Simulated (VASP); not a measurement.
# InSe (R3m) in VASP: a series of runs

Runs on InSe. Level: PBE. Tasks: electric field gradients.

Everything below comes from runs of VASP 6.6.1. Logs are shortened: lines on timing, memory, paths and dates and some standing lists are left out, and cuts for length are marked.

## Step 1: The cell of the first run

Symmetry: R3m, No. 160, trigonal system. Conventional cell: a = 3.880 Å, b = 3.880 Å, c = 24.950 Å, α = 90.00°, β = 90.00°, γ = 120.00°. In (site symmetry 3m) has 3 Se at 2.58 Å and 1 In at 2.80 Å within 3.4 Å. In (site symmetry 3m) has 3 Se at 2.58 Å and 1 In at 2.80 Å within 3.4 Å. Se (site symmetry 3m) has 3 In at 2.58 Å within 3.4 Å. Se (site symmetry 3m) has 3 In at 2.58 Å within 3.4 Å.

## Step 2: Electric field gradients, PBE (equal xx and yy strain of -3 %)

File INCAR:

```
SYSTEM = InSe
  PREC = Accurate
  ENCUT = 520
  EDIFF = 1E-8
  ISMEAR = -1
  SIGMA = 0.01
  LREAL = .FALSE.
  LASPH = .TRUE.
  NELM = 60
  ALGO = Normal
  ISIF = 2
  LWAVE = .FALSE.
  LCHARG = .FALSE.
  GGA = PE
  LEFG = .TRUE.
  NBANDS = 27
```

File KPOINTS:

```
Automatic mesh
0
G
  7 7 7
  0 0 0
```

File POSCAR:

```
InSe
1.0
    1.9399996608      1.1200593264      8.3166700000
   -1.9399996608      1.1200593264      8.3166700000
    0.0000000000     -2.2401186528      8.3166700000
In Se
2 2
Direct
    0.0000000000      0.0000000000      0.0000000000
    0.1122000000      0.1122000000      0.1122000000
    0.6155000000      0.6155000000      0.6155000000
    0.8300000000      0.8300000000      0.8300000000
```

Potentials or basis: VASP PAW PBE potentials, release 64 (In_d, Se).

On the command line:

```bash
cat potpaw_PBE.64/In_d/POTCAR potpaw_PBE.64/Se/POTCAR > POTCAR
mpirun -np 1 vasp_std > vasp.out
```

OUTCAR:

```text
SYSTEM = InSe
   PREC = Accurate
   ENCUT = 520
   EDIFF = 1E-8
   ISMEAR = -1
   LREAL = .FALSE.
   LASPH = .TRUE.
   NELM = 60
   ISIF = 2
   GGA = PE

 ion  position               nearest neighbor table
   1  0.000  0.000  0.000-   3 2.58   3 2.58   3 2.58   2 2.80
   2  0.112  0.112  0.112-   4 2.58   4 2.58   4 2.58   1 2.80
   3  0.615  0.615  0.615-   1 2.58   1 2.58   1 2.58
   4  0.830  0.830  0.830-   2 2.58   2 2.58   2 2.58

  LATTYP: Found a trigonal (rhomboedric) cell.
 ALAT       =     8.6130790933
 COS(alpha) =     0.8985349595

  Lattice vectors:

 A1 = (   1.9399996608,   1.1200593264,   8.3166700000)
 A2 = (  -1.9399996608,   1.1200593264,   8.3166700000)
 A3 = (   0.0000000000,  -2.2401186528,   8.3166700000)

Analysis of symmetry for initial positions (statically):
=====================================================================
 Subroutine PRICEL returns:
 Original cell was already a primitive cell.

 Routine SETGRP: Setting up the symmetry group for a
 trigonal (rhombohedral) supercell.

 Subroutine GETGRP returns: Found  6 space group operations
 (whereof  6 operations were pure point group operations)
 out of a pool of 12 trial point group operations.

The static configuration has the point symmetry C_3v.

Analysis of symmetry for dynamics (positions and initial velocities):
=====================================================================
 Subroutine PRICEL returns:
 Original cell was already a primitive cell.

 Routine SETGRP: Setting up the symmetry group for a
 trigonal (rhombohedral) supercell.

 Subroutine GETGRP returns: Found  6 space group operations
 (whereof  6 operations were pure point group operations)
 out of a pool of 12 trial point group operations.

The dynamic configuration has the point symmetry C_3v.

 Subroutine INISYM returns: Found  6 space group operations
 (whereof  6 operations are pure point group operations),
 and found     1 'primitive' translations

----------------------------------------------------------------------------------------

[... 137 lines left out ...]
  ext. energy  EPLUGINS =         0.00000000
  ---------------------------------------------------
  free energy    TOTEN  =       -13.88501225 eV

  energy without entropy =      -13.88501225  energy(sigma->0) =      -13.88501225

 E-fermi :   4.8696     XC(G=0):  -9.2627

 val. band max:        4.6663382231   @ k =  -0.4286   0.4286   0.4286
 cond. band min:       5.6894656203   @ k =   0.4286   0.4286   0.4286
 fundamental gap:      1.0231273972
 Fermi energy:         4.8695994462

 k-point     1 :       0.0000    0.0000    0.0000
  band No.  band energies     occupation
      1     -10.0352      2.00000
      2      -9.8600      2.00000
      3      -9.8600      2.00000
      4      -9.7866      2.00000
      5      -9.7866      2.00000
      6      -9.7441      2.00000
[... 709 lines left out ...]
     26      11.5306      0.00000
     27      12.1070      0.00000

 [... further k-points ...]

------------------------ aborting loop because EDIFF is reached ----------------------------------------

  FORCE on cell =-STRESS in cart. coord.  units (eV):
  Direction    XX          YY          ZZ          XY          YZ          ZX
  --------------------------------------------------------------------------------------
  -------------------------------------------------------------------------------------
  Total        5.5479667      5.5479667      3.3257243     -0.0000000     -0.0000000      0.0000000
  in kB       81.9787007     81.9787007     49.1420682     -0.0000000     -0.0000000      0.0000000
  external PRESSURE =      71.0331565 kB  Pullay stress =       0.0000000 kB

 VOLUME and BASIS-vectors are now :
 -----------------------------------------------------------------------------
  energy-cutoff  :      520.00
  volume of cell :      108.43
      direct lattice vectors                 reciprocal lattice vectors
     1.939999661  1.120059326  8.316670000     0.257732004  0.148801642  0.040080144
    -1.939999661  1.120059326  8.316670000    -0.257732004  0.148801642  0.040080144
     0.000000000 -2.240118653  8.316670000     0.000000000 -0.297603284  0.040080144

 POSITION                                       TOTAL-FORCE (eV/Angst)
 -----------------------------------------------------------------------------------
      0.00000      0.00000      0.00000         0.000000     -0.000000      0.810569
      0.00000      0.00000      2.79939         0.000000     -0.000000     -0.802118
      0.00000      0.00000     15.35673         0.000000     -0.000000     -0.704754
      0.00000      0.00000     20.70851         0.000000      0.000000      0.696303
 -----------------------------------------------------------------------------------
    total drift:                                0.000000     -0.000000      0.000331

  FREE ENERGIE OF THE ION-ELECTRON SYSTEM (eV)
  ---------------------------------------------------
  free  energy   TOTEN  =       -13.8850122488 eV

  energy  without entropy=      -13.8850122488  energy(sigma->0) =      -13.88501225

 Electric field gradients (V/A^2)
---------------------------------------------------------------------
 ion       V_xx      V_yy      V_zz      V_xy      V_xz      V_yz
---------------------------------------------------------------------
   1      51.037    51.037  -102.074     0.000    -0.000    -0.000
   2      51.085    51.085  -102.170    -0.000     0.000     0.000
   3      20.304    20.304   -40.608     0.000    -0.000    -0.000
   4      22.109    22.109   -44.217    -0.000     0.000     0.000
---------------------------------------------------------------------

 Electric field gradients after diagonalization (V/A^2)
 (convention: |V_zz| > |V_xx| > |V_yy|)
----------------------------------------------------------------------
 ion       V_xx      V_yy      V_zz     asymmetry (V_yy - V_xx)/ V_zz
----------------------------------------------------------------------
   1      51.037    51.037  -102.074       0.000
   2      51.085    51.085  -102.170       0.000
   3      20.304    20.304   -40.608       0.000
   4      22.109    22.109   -44.217       0.000
----------------------------------------------------------------------

           NMR quadrupolar parameters

 Cq : quadrupolar parameter    Cq=e*Q*V_zz/h
 eta: asymmetry parameters     (V_yy - V_xx)/ V_zz
 Q  : nuclear electric quadrupole moment in mb (millibarn)
----------------------------------------------------------------------
 ion       Cq(MHz)       eta       Q (mb)
----------------------------------------------------------------------
   1      -0.247       0.000       1.000
   2      -0.247       0.000       1.000
   3      -0.098       0.000       1.000
   4      -0.107       0.000       1.000
----------------------------------------------------------------------
```

stdout:

```text
POSCAR found type information on POSCAR InSe
 POSCAR found :  2 types and       4 ions
 scaLAPACK will be used
 LDA part: xc-table for (Slater+PW92), standard interpolation
 POSCAR, INCAR and KPOINTS ok, starting setup
 FFT: planning ... GRIDC
 FFT: planning ... GRID_SOFT
 FFT: planning ... GRID
 WAVECAR not read
 entering main loop
ion   1

ion   2

ion   3

ion   4
```

Wall time 7.2 min (1 thread of Intel Xeon Platinum 8559C (Emerald Rapids), shared host); peak memory 0.57 GiB.

Results:

| Property | Result |
| --- | --- |
| Free energy | -13.8850 eV |
| Pressure | 7.1 GPa |
| Largest force | 0.811 eV/Å |
| Band gap on the k mesh | 1.02 eV (least direct gap 1.03 eV) |
| Largest electric field gradient by atom | In -102.1, -102.2; Se -40.6, -44.2 V/Å² |

Forces on the atoms (eV/Å):
```
In   0.000  0.000  0.811
In   0.000  0.000 -0.802
Se   0.000  0.000 -0.705
Se   0.000  0.000  0.696
```

Stress tensor (GPa, compression positive):
```
8.20 0.00 0.00
0.00 8.20 0.00
0.00 0.00 4.91
```

Electric field gradients, principal values (V/Å²):
| atom | least | middle | greatest (by size) |
| --- | --- | --- | --- |
| 1 In | 51.037 | 51.037 | -102.074 |
| 2 In | 51.085 | 51.085 | -102.170 |
| 3 Se | 20.304 | 20.304 | -40.608 |
| 4 Se | 22.109 | 22.109 | -44.217 |

Caveat: the cell differs from its parent crystal (equal xx and yy strain of -3 %); the cell stands under pressure; without QUAD_EFG the Cq values of the log hold for a quadrupole moment of 1 mb, not for the nuclei; spin-orbit coupling is left out, which moves the levels of the heavy elements; an odd mesh through Γ misses points on the zone boundary, where band edges can lie.

## Step 3: Electric field gradients, PBE (equal xx and yy strain of +2 %)

File INCAR:

```
  PREC = Accurate
  ENCUT = 520
  EDIFF = 1E-8
  ISMEAR = -1
  SIGMA = 0.01
  LREAL = F
  LASPH = T
  NELM = 80
  ALGO = Normal
  ISIF = 2
  LWAVE = F
  LCHARG = F
  GGA = PE
  LEFG = T
  NBANDS = 27
```

File KPOINTS:

```
regular mesh
0
Gamma
  7 7 7
```

File POSCAR:

```
InSe
1.0
    2.0399996433      1.1777943432      8.3166700000
   -2.0399996433      1.1777943432      8.3166700000
    0.0000000000     -2.3555886865      8.3166700000
In Se
2 2
Direct
    0.0000000000      0.0000000000      0.0000000000
    0.1122000000      0.1122000000      0.1122000000
    0.6155000000      0.6155000000      0.6155000000
    0.8300000000      0.8300000000      0.8300000000
```

Potentials or basis: VASP PAW PBE potentials, release 64 (In_d, Se).

On the command line:

```bash
cat potpaw_PBE.64/In_d/POTCAR potpaw_PBE.64/Se/POTCAR > POTCAR
mpirun -np 1 vasp_std > vasp.out
```

OUTCAR:

```text
PREC = Accurate
   ENCUT = 520
   EDIFF = 1E-8
   ISMEAR = -1
   LREAL = F
   LASPH = T
   NELM = 80
   ISIF = 2
   GGA = PE

 ion  position               nearest neighbor table
   1  0.000  0.000  0.000-   3 2.68   3 2.68   3 2.68   2 2.80
   2  0.112  0.112  0.112-   4 2.68   4 2.68   4 2.68   1 2.80
   3  0.615  0.615  0.615-   1 2.68   1 2.68   1 2.68
   4  0.830  0.830  0.830-   2 2.68   2 2.68   2 2.68

  LATTYP: Found a trigonal (rhomboedric) cell.
 ALAT       =     8.6438300509
 COS(alpha) =     0.8886019113

  Lattice vectors:

 A1 = (   2.0399996433,   1.1777943432,   8.3166700000)
 A2 = (  -2.0399996433,   1.1777943432,   8.3166700000)
 A3 = (   0.0000000000,  -2.3555886865,   8.3166700000)

Analysis of symmetry for initial positions (statically):
=====================================================================
 Subroutine PRICEL returns:
 Original cell was already a primitive cell.

 Routine SETGRP: Setting up the symmetry group for a
[... 921 lines left out ...]
      0.00000      0.00000      0.00000         0.000000      0.000000     -0.087079
      0.00000     -0.00000      2.79939         0.000000     -0.000000      0.086797
      0.00000     -0.00000     15.35673         0.000000     -0.000000      0.096163
      0.00000     -0.00000     20.70851         0.000000      0.000000     -0.095880
 -----------------------------------------------------------------------------------
    total drift:                               -0.000000     -0.000000     -0.000122

  FREE ENERGIE OF THE ION-ELECTRON SYSTEM (eV)
  ---------------------------------------------------
  free  energy   TOTEN  =       -14.1765746967 eV

  energy  without entropy=      -14.1765746967  energy(sigma->0) =      -14.17657470

 Electric field gradients (V/A^2)
---------------------------------------------------------------------
 ion       V_xx      V_yy      V_zz      V_xy      V_xz      V_yz
---------------------------------------------------------------------
   1      52.531    52.531  -105.062    -0.000    -0.000     0.000
   2      52.750    52.750  -105.501    -0.000     0.000     0.000
   3      33.695    33.695   -67.389    -0.000    -0.000     0.000
   4      35.856    35.856   -71.711     0.000    -0.000     0.000
---------------------------------------------------------------------

 Electric field gradients after diagonalization (V/A^2)
 (convention: |V_zz| > |V_xx| > |V_yy|)
----------------------------------------------------------------------
 ion       V_xx      V_yy      V_zz     asymmetry (V_yy - V_xx)/ V_zz
----------------------------------------------------------------------
   1      52.531    52.531  -105.062       0.000
   2      52.750    52.750  -105.501       0.000
   3      33.695    33.695   -67.389       0.000
   4      35.856    35.856   -71.711       0.000
----------------------------------------------------------------------

           NMR quadrupolar parameters

 Cq : quadrupolar parameter    Cq=e*Q*V_zz/h
 eta: asymmetry parameters     (V_yy - V_xx)/ V_zz
 Q  : nuclear electric quadrupole moment in mb (millibarn)
----------------------------------------------------------------------
 ion       Cq(MHz)       eta       Q (mb)
----------------------------------------------------------------------
   1      -0.254       0.000       1.000
   2      -0.255       0.000       1.000
   3      -0.163       0.000       1.000
   4      -0.173       0.000       1.000
----------------------------------------------------------------------
```

OSZICAR:

```text
N       E                     dE             d eps       ncg     rms          rms(c)
DAV:   1     0.334653572991E+03    0.33465E+03   -0.17237E+04  2376   0.153E+03
DAV:   2     0.255518807501E+02   -0.30910E+03   -0.29980E+03  2384   0.380E+02
DAV:   3    -0.129004858379E+02   -0.38452E+02   -0.37891E+02  3099   0.144E+02
DAV:   4    -0.145619090252E+02   -0.16614E+01   -0.16569E+01  2813   0.314E+01
DAV:   5    -0.146334782481E+02   -0.71569E-01   -0.71559E-01  3655   0.623E+00    0.622E+00
DAV:   6    -0.141853837959E+02    0.44809E+00   -0.91610E-01  3344   0.149E+01    0.387E+00
DAV:   7    -0.141754498675E+02    0.99339E-02   -0.34604E-01  3214   0.364E+00    0.128E+00
DAV:   8    -0.141751335608E+02    0.31631E-03   -0.26607E-02  3494   0.173E+00    0.525E-01
DAV:   9    -0.141763743264E+02   -0.12408E-02   -0.60809E-03  2967   0.641E-01    0.157E-01
DAV:  10    -0.141764237164E+02   -0.49390E-04   -0.41535E-04  3132   0.160E-01    0.802E-02
DAV:  11    -0.141765702475E+02   -0.14653E-03   -0.22369E-04  2830   0.109E-01    0.245E-02
DAV:  12    -0.141765683855E+02    0.18620E-05   -0.18357E-05  3535   0.403E-02    0.153E-02
DAV:  13    -0.141765733054E+02   -0.49199E-05   -0.88118E-06  2944   0.168E-02    0.759E-03
DAV:  14    -0.141765745540E+02   -0.12486E-05   -0.35959E-06  2800   0.173E-02    0.311E-03
DAV:  15    -0.141765747144E+02   -0.16035E-06   -0.29742E-07  2881   0.440E-03    0.685E-04
DAV:  16    -0.141765746910E+02    0.23318E-07   -0.77914E-08  2307   0.168E-03    0.803E-04
DAV:  17    -0.141765746967E+02   -0.56134E-08   -0.52471E-09  1656   0.657E-04
   1 F= -.14176575E+02 E0= -.14176575E+02  d E =-.178397E-12
```

Run time: 7.1 min. Hardware: 1 thread of Intel Xeon Platinum 8559C (Emerald Rapids), shared host; peak memory 0.59 GiB.

What came out:

```yaml
Free_energy: -14.1766 eV
Pressure: 0.8 GPa
Largest_force: 0.096 eV/Å
Band_gap_on_the_k_mesh: 0.59 eV (least direct gap 0.62 eV)
Largest_electric_field_gradient_by_atom: In -105.1, -105.5; Se -67.4, -71.7 V/Å²
```

Forces in eV/Å, atoms in the order of the input:
```
In   0.000  0.000 -0.087
In   0.000  0.000  0.087
Se   0.000  0.000  0.096
Se   0.000  0.000 -0.096
```

Levels at points of the mesh, in eV from the valence-band top:
```csv
k point,band 15,band 16,band 17,band 18,band 19,band 20,band 21,band 22,band 23,band 24
"(0.00, 0.00, 0.00)",-1.36,-1.23,-1.23,-1.10,-1.10,1.74,2.09,4.31,4.31,5.30
```

Electric field gradients, principal values (V/Å²):
```
atom   least  middle  greatest (by size)
1 In  52.531  52.531            -105.062
2 In  52.750  52.750            -105.501
3 Se  33.695  33.695             -67.389
4 Se  35.856  35.856             -71.711
```

Caveat: the cell differs from its parent crystal (equal xx and yy strain of +2 %); without QUAD_EFG the Cq values of the log hold for a quadrupole moment of 1 mb, not for the nuclei; spin-orbit coupling is left out, which moves the levels of the heavy elements; an odd mesh through Γ misses points on the zone boundary, where band edges can lie.
